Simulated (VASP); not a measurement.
A run of VASP 6.6.1 is set up as follows.

The input INCAR:

```
PREC = Accurate ; ENCUT = 520
EDIFF = 1E-6 ; ISMEAR = -1
SIGMA = 0.05 ; LREAL = F
LASPH = T ; NELM = 60
ALGO = Normal ; ISIF = 2
LWAVE = F ; LCHARG = T
GGA = PS ; IVDW = 12
LELF = T ; LVHAR = T
NBANDS = 13
```

The input KPOINTS:

```
regular mesh
0
Gamma
  9 9 9
```

POSCAR

```
Pb
1.0
    0.0000000000      2.4584086270      2.4584086270
    2.4584086270      0.0000000000      2.4584086270
    2.4584086270      2.4584086270      0.0000000000
Pb
1
Direct
    0.0000000000      0.0000000000      0.0000000000
```

Potentials or basis: VASP PAW PBE potentials, release 64 (Pb_d).

The run is started by

```console
$ cat potpaw_PBE.64/Pb_d/POTCAR > POTCAR
$ mpirun -np 1 vasp_std > vasp.out
```

Problem. Estimate the dispersion energy per atom.

Solution. -0.451 eV.

Problem. What does it give for the pressure?

Solution. -2.3 GPa.

Caveat: the PAW data sets were made with another functional, which shifts forces and pressure a little; pairwise dispersion overbinds metals, which lowers pressure and volume.
